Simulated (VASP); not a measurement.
**MnO2: single point with PBEsol+D3(BJ)**

Crystal: MnO2.

```
Mn O
1.0
     0.00000    4.01999    4.01999
     4.01999    0.00000    4.01999
     4.01999    4.01999    0.00000
Mn O
4 8
Direct
  0.12500 0.12500 0.12500
  0.12500 0.12500 0.62500
  0.62500 0.12500 0.12500
  0.12500 0.62500 0.12500
  0.36095 0.36095 0.36095
  0.36095 0.36095 0.91714
  0.91714 0.36095 0.36095
  0.36095 0.91714 0.36095
  0.88905 0.88905 0.33286
  0.88905 0.88905 0.88905
  0.88905 0.33286 0.88905
  0.33286 0.88905 0.88905
```

```yaml
Program: VASP 6.6.1
Task: single point
Functional: PBEsol
Dispersion: D3(BJ)
Potentials_or_basis: VASP PAW PBE potentials, release 64 (Mn_pv, O)
Cutoff: 520 eV
k_mesh: 6 × 6 × 6
Occupations: fermi-dirac, width 0.05 eV
Spin: collinear spin, ferromagnetic start
Starting_moments: "[4.0, 4.0, 4.0, 4.0, 0.0, 0.0, 0.0, 0.0, 0.0, 0.0, 0.0, 0.0] μB"
Dipole_correction: no
Further_INCAR_settings: ALGO = Normal; EDIFF = 1e-07; NBANDS = 66
```

```
Pressure                                              : -2.9 GPa
Largest force                                         : 0.063 eV/Å
Band gap on the k mesh                                : 0.37 eV (least direct gap 0.52 eV)
Net moment                                            : 12.00 μB per cell
Site moments                                          : Mn +2.82; O +0.05 μB
Valence electrons inside the program's atomic spheres : Mn 11.78; O 4.97
Dispersion energy per atom                            : -0.108 eV
```

Forces on the atoms (eV/Å):
```
Mn   0.000  0.000  0.000
Mn   0.000  0.000  0.000
Mn   0.000  0.000  0.000
Mn   0.000  0.000  0.000
O   -0.036 -0.036 -0.036
O    0.036  0.036 -0.036
O   -0.036  0.036  0.036
O    0.036 -0.036  0.036
O   -0.036 -0.036  0.036
O    0.036  0.036  0.036
O   -0.036  0.036 -0.036
O    0.036 -0.036 -0.036
```

Levels at points of the mesh, in eV from the valence-band top:
Spin up:
```csv
k point,band 54,band 55,band 56,band 57,band 58,band 59
"(0.00, 0.00, 0.00)",-0.67,-0.67,-0.15,2.60,2.60,2.60
"(0.50, 0.00, 0.00)",-0.34,-0.34,-0.07,2.34,2.34,2.34
"(0.50, 0.50, 0.00)",-0.08,-0.05,-0.05,1.83,1.83,2.25
```
Spin down:
| k point | band 41 | band 42 | band 43 | band 44 | band 45 | band 46 | band 47 | band 48 |
| --- | --- | --- | --- | --- | --- | --- | --- | --- |
| (0.00, 0.00, 0.00) | -2.02 | -0.72 | -0.72 | -0.72 | 0.37 | 0.37 | 1.52 | 1.52 |
| (0.50, 0.00, 0.00) | -1.65 | -1.65 | -0.81 | -0.81 | 1.03 | 1.03 | 1.80 | 1.80 |
| (0.50, 0.50, 0.00) | -1.62 | -1.62 | -1.16 | -1.16 | 1.41 | 1.41 | 1.70 | 1.70 |

Wall time 6.6 min on 1 thread of AMD EPYC 7R13 Processor (Zen 3), with other jobs on the host, peak memory 0.38 GiB.

Caveat: three body term missing; the PAW data sets were made with another functional, which shifts forces and pressure a little; only a ferromagnetic start was run, and an antiferromagnetic order may lie lower in energy. A k mesh can miss the band edges.
